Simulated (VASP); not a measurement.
# AlP (F-43m) in VASP: further runs, part 3 of 3

VASP 6.6.1.

**4. G0W0 quasiparticle levels, PBE**

POSCAR

```
AlP
1.0
    0.0000000000      2.7315000000      2.7315000000
    2.7315000000      0.0000000000      2.7315000000
    2.7315000000      2.7315000000      0.0000000000
Al P
1 1
Direct
    0.0000000000      0.0000000000      0.0000000000
    0.2500000000      0.2500000000      0.2500000000
```

INCAR.step1

```
  PREC = Accurate
  ENCUT = 500
  EDIFF = 1E-8
  ISMEAR = 0
  SIGMA = 0.01
  LREAL = False
  LASPH = True
  NELM = 60
  ALGO = Normal
  LWAVE = True
  LCHARG = False
  GGA = PE
```

INCAR.step2

```
  PREC = Accurate
  ENCUT = 500
  EDIFF = 1E-8
  ISMEAR = 0
  SIGMA = 0.01
  LREAL = False
  LASPH = True
  NELM = 1
  ALGO = Exact
  LWAVE = True
  LCHARG = False
  GGA = PE
  NBANDS = 411
  LOPTICS = True
  ISTART = 1
```

INCAR.step3

```
  PREC = Accurate
  ENCUT = 500
  EDIFF = 1E-8
  ISMEAR = 0
  SIGMA = 0.01
  LREAL = False
  LASPH = True
  ALGO = EVGW0
  LWAVE = False
  LCHARG = False
  GGA = PE
  NELMGW = 1
  NBANDS = 411
  ENCUTGW = 180.0
  NOMEGA = 48
  PRECFOCK = Fast
  ISTART = 1
  NBANDSGW = 12
```

KPOINTS

```
regular mesh
0
Gamma
  2 2 2
```

Potentials or basis: VASP PAW PBE potentials, release 64 (Al_GW, P_GW).

Command:

```
cat potpaw_PBE.64/Al_GW/POTCAR potpaw_PBE.64/P_GW/POTCAR > POTCAR
cp INCAR.step1 INCAR
mpirun -np 1 vasp_std > vasp.out
cp INCAR.step2 INCAR
mpirun -np 1 vasp_std > vasp.out
cp INCAR.step3 INCAR
mpirun -np 1 vasp_std > vasp.out
```

OUTCAR:

```text
PREC = Accurate
   ENCUT = 500
   EDIFF = 1E-8
   ISMEAR = 0
   LREAL = False
   LASPH = True
   GGA = PE
   NELMGW = 1
   ENCUTGW = 180.0
   PRECFOCK = Fast
   ISTART = 1

 ion  position               nearest neighbor table
   1  0.000  0.000  0.000-   2 2.37   2 2.37   2 2.37   2 2.37
   2  0.250  0.250  0.250-   1 2.37   1 2.37   1 2.37   1 2.37

  LATTYP: Found a face centered cubic cell.
 ALAT       =     5.4630000000

  Lattice vectors:

 A1 = (   0.0000000000,   2.7315000000,   2.7315000000)
 A2 = (   2.7315000000,   0.0000000000,   2.7315000000)
 A3 = (   2.7315000000,   2.7315000000,   0.0000000000)

Analysis of symmetry for initial positions (statically):
=====================================================================
 Subroutine PRICEL returns:
 Original cell was already a primitive cell.

 Routine SETGRP: Setting up the symmetry group for a
 face centered cubic supercell.

 Subroutine GETGRP returns: Found 24 space group operations
 (whereof 24 operations were pure point group operations)
 out of a pool of 48 trial point group operations.

The static configuration has the point symmetry T_d .

Analysis of symmetry for dynamics (positions and initial velocities):
=====================================================================
 Subroutine PRICEL returns:
 Original cell was already a primitive cell.

 Routine SETGRP: Setting up the symmetry group for a
 face centered cubic supercell.

 Subroutine GETGRP returns: Found 24 space group operations
 (whereof 24 operations were pure point group operations)
 out of a pool of 48 trial point group operations.

The dynamic configuration has the point symmetry T_d .

 Subroutine INISYM returns: Found 24 space group operations
 (whereof 24 operations are pure point group operations),
 and found     1 'primitive' translations

----------------------------------------------------------------------------------------

                                     Primitive cell

  volume of cell :      40.7599

  direct lattice vectors                    reciprocal lattice vectors
     0.000000000  2.731500000  2.731500000    -0.183049606  0.183049606  0.183049606
     2.731500000  0.000000000  2.731500000     0.183049606 -0.183049606  0.183049606
     2.731500000  2.731500000  0.000000000     0.183049606  0.183049606 -0.183049606

  length of vectors
     3.862924346  3.862924346  3.862924346     0.317051219  0.317051219  0.317051219

  position of ions in fractional coordinates (direct lattice)
     0.000000000  0.000000000  0.000000000
     0.250000000  0.250000000  0.250000000

  ion indices of the primitive-cell ions
   primitive index   ion index
                 1           1
                 2           2

----------------------------------------------------------------------------------------

 KPOINTS: regular mesh

Automatic generation of k-mesh.
 Grid dimensions read from file:
 generate k-points for:    2    2    2

 Generating k-lattice:

  Cartesian coordinates                     Fractional coordinates (reciprocal lattice)
    -0.091524803  0.091524803  0.091524803     0.500000000  0.000000000  0.000000000
     0.091524803 -0.091524803  0.091524803     0.000000000  0.500000000  0.000000000
     0.091524803  0.091524803 -0.091524803     0.000000000  0.000000000  0.500000000

  Length of vectors
     0.158525609  0.158525609  0.158525609

  Shift w.r.t. Gamma in fractional coordinates (k-lattice)
     0.000000000  0.000000000  0.000000000

 Subroutine IBZKPT returns following result:
 ===========================================

 Found      3 irreducible k-points:

 Following reciprocal coordinates:
            Coordinates               Weight
  0.000000  0.000000  0.000000      1.000000
  0.500000  0.000000  0.000000      4.000000
  0.500000  0.500000  0.000000      3.000000
   k-points           NKPTS =      3   k-points in BZ     NKDIM =      8   number of bands    NBANDS=    411
   number of dos      NEDOS =    301   number of ions     NIONS =      2
   total plane-waves  NPLWV =  21952
   dimension x,y,z NGX =    28 NGY =   28 NGZ =   28
   dimension x,y,z NGXF=    56 NGYF=   56 NGZF=   56
   ions per type =               1   1
   NGX,Y,Z   is equivalent  to a cutoff of  12.05, 12.05, 12.05 a.u.
   NGXF,Y,Z  is equivalent  to a cutoff of  24.10, 24.10, 24.10 a.u.
 SYSTEM =  unknown system
   PREC   = accura    normal or accurate (medium, high low for compatibility)
   ISTART =      1    job   : 0-new  1-cont  2-samecut
   ICHARG =      0    charge: 1-file 2-atom 10-const
   ISPIN  =      1    spin polarized calculation?
   LNONCOLLINEAR =      F non collinear calculations
   LSORBIT =      F    spin-orbit coupling
   LASPH  =      T    aspherical Exc in radial PAW
   ENCUT  =  500.0 eV  36.75 Ry    6.06 a.u.   7.04  7.04  7.04*2*pi/ulx,y,z
   NELM   =     60;   NELMIN=  2; NELMDL=  0     # of ELM steps
   EDIFF  = 0.1E-07   stopping-criterion for ELM
   LREAL  =      F    real-space projection
   EDIFFG = 0.1E-06   stopping-criterion for IOM
   NSW    =      0    number of steps for IOM
   IBRION =     -1    ionic relax: 0-MD 1-quasi-New 2-CG
   NFREE  =      0    steps in history (QN), initial steepest desc. (CG)
   ISIF   =      0    stress and relaxation
   ISYM   =      3    0-nonsym 1-usesym 2-fastsym
   POTIM  = 0.5000    time-step for ionic-motion
   TEBEG  =    0.0;   TEEND  =   0.0 temperature during run
   PSTRESS=    0.0 pullay stress
   NELECT =       8.0000    total number of electrons
   NUPDOWN=      -1.0000    fix difference up-down
   EMIN   =  10.00;   EMAX   =-10.00  energy-range for DOS
   EFERMI =   0.00;   METHOD = LEGACY
   ISMEAR =     0;   SIGMA  =   0.01  broadening in eV -4-tet -1-fermi 0-gaus
   EFERMI_NEDOS =   21; number of points for ismear=-14 and -15
   IALGO  =     38    algorithm
   IMIX   =      4    mixing-type and parameters
     AMIX     =   0.40;   BMIX     =  1.00
     AMIX_MAG =   1.60;   BMIX_MAG =  1.00
  volume/ion in A,a.u.               =      20.38       137.53
  Fermi-wavevector in a.u.,A,eV,Ry     =   0.951394  1.797873 12.315314  0.905150
  Thomas-Fermi vector in A             =   2.079860
   LORBIT       =      0    0 simple, 1 ext, 2 COOP (PROOUT), +10 PAW based schemes
   GGA     = PE    functional components
   LHFCALC =     T    Hartree Fock is set to
   PRECFOCK=fast      Normal, Fast or Accurate (Low or Medium for compatibility)
   ENCUT4O =  -1.0   cutoff for four orbital integrals eV
   NKREDX  =     1    reduce k-point grid by
   NKREDY  =     1    reduce k-point grid by
   NKREDZ  =     1    reduce k-point grid by
   AEXX    =    1.0000 exact exchange contribution
   HFSCREEN=    0.0000 screening length (either q_TF or 0.3 A-1)
   HFSCREENC=   0.0000 screening length for correlation (either q_TF or 0.3 A-1)
   ENCUTFOCK=  -1.0 apply spherical cutoff to Coloumb kernel
   IVDW    =     0    specifies the selected vdW correction
   LEPSILON=     F    determine dielectric tensor
   LRPA    =     F    only Hartree local field effects (RPA)
   LRPAFORCE           =     F    calculate RPA forces
   ENCUTGW             = 180.0    cutoff for response function in eV
   ENCUTGWSOFT         = 144.0    soft cutoff for Coulomb kernel in GW response function in eV
   ENCUTLF             =  -1.0    cutoff for local field effects
   NELMGW              =     1    number of iterations in solving QP/BSE equation
   NELMHF              =     1    number of iterations in the inner HF iteration
   NKREDLFX            =     1    NKREDLFY  =   1   NKREDLFZ  =   1
 non-spin polarized calculation
 Gauss-broadening in eV      SIGMA  =   0.01
  energy-cutoff  :      500.00
  volume of cell :       40.76
 maximum number of plane-waves:      1056
  NGX = 16; NGY = 16; NGZ = 16
   NGX = 15   NGY = 15   NGZ = 15
 maximum number of plane-waves:       229

 QP shifts <psi_nk| G(iteration)W_0 |psi_nk>: iteration 1
 for sc-GW calculations column KS-energies equals QP-energies in previous step
 and V_xc(KS)=  KS-energies - (<T + V_ion + V_H > + <T+V_H+V_ion>^1  + <V_x>^1)

 k-point   1 :       0.0000    0.0000    0.0000
  band No.  KS-energies  QP-energies   sigma(KS)   V_xc(KS)     V^pw_x(r,r')   Z            occupation Imag(sigma)

      1      -7.3337      -7.9960     -12.0634     -11.0135     -18.2236       0.6308       2.0000       0.9951
      2       4.2085       3.3574     -13.1147     -12.0053     -15.1917       0.7672       2.0000       0.0770
      3       4.2085       3.3574     -13.1147     -12.0053     -15.1917       0.7672       2.0000       0.0770
      4       4.2085       3.3574     -13.1147     -12.0053     -15.1917       0.7672       2.0000       0.0770
      5       7.4593       7.5642      -9.9197     -10.0556      -4.6603       0.7721       0.0000      -0.1150
      6       8.5419       8.6936      -9.3613      -9.5593      -4.3478       0.7665       0.0000      -0.1296
      7       8.5419       8.6936      -9.3613      -9.5593      -4.3478       0.7665       0.0000      -0.1296
      8       8.5419       8.6936      -9.3613      -9.5593      -4.3478       0.7665       0.0000      -0.1296
      9      12.8239      13.1321      -9.4932      -9.8793      -4.0485       0.7983       0.0000      -0.1899
     10      12.8239      13.1321      -9.4932      -9.8793      -4.0485       0.7983       0.0000      -0.1899
     11      14.3338      13.9576      -7.9543      -7.4658      -2.0015       0.7703       0.0000      -0.4852
     12      16.2502      16.0035      -8.0842      -7.7869      -1.9171       0.8294       0.0000      -0.7096

 k-point   2 :       0.5000    0.0000    0.0000
  band No.  KS-energies  QP-energies   sigma(KS)   V_xc(KS)     V^pw_x(r,r')   Z            occupation Imag(sigma)
[... 17 lines left out ...]
      1      -4.8981      -5.7600     -13.3627     -12.1480     -18.5333       0.7096       2.0000       0.8576
      2      -1.2521      -2.2245     -11.5267     -10.2351     -14.5464       0.7528       2.0000       0.1797
      3       2.0252       1.1171     -12.1838     -10.9910     -14.5569       0.7613       2.0000       0.0937
      4       2.0252       1.1171     -12.1838     -10.9910     -14.5569       0.7613       2.0000       0.0937
      5       5.5932       5.4330      -8.2921      -8.0869      -3.6843       0.7809       0.0000      -0.0912
      6       6.4964       6.5079      -8.8698      -8.8844      -4.1873       0.7858       0.0000      -0.0828
      7      15.1262      15.2591      -9.8756     -10.0488      -3.4191       0.7669       0.0000      -0.5817
      8      15.1262      15.2591      -9.8756     -10.0488      -3.4191       0.7669       0.0000      -0.5817
      9      16.1305      16.4668     -10.4199     -10.8607      -4.3956       0.7630       0.0000      -0.3070
     10      16.1305      16.4668     -10.4199     -10.8607      -4.3956       0.7630       0.0000      -0.3070
     11      16.3048      16.4344     -10.5510     -10.7123      -4.2495       0.8040       0.0000      -0.5782
     12      16.8851      17.2470     -10.3334     -10.8131      -4.2278       0.7546       0.0000      -0.3182
```

Run time: 28 s. Hardware: 1 thread of AMD EPYC 9R45 (Zen 5), shared host; peak memory 0.24 GiB.

Results:

| Item | Value |
| --- | --- |
| Band gap on the k mesh, mean-field level | 1.38 eV, indirect (least direct gap 3.25 eV) |
| Quasiparticle gap | 2.08 eV |
| Least direct quasiparticle gap | 4.21 eV |

Caveat: the k points lie up to 1.00 Å⁻¹ apart; bands, screening cutoff and mesh are small and nothing is extrapolated, so the quasiparticle values aren't converged. A k mesh can miss the band edges.
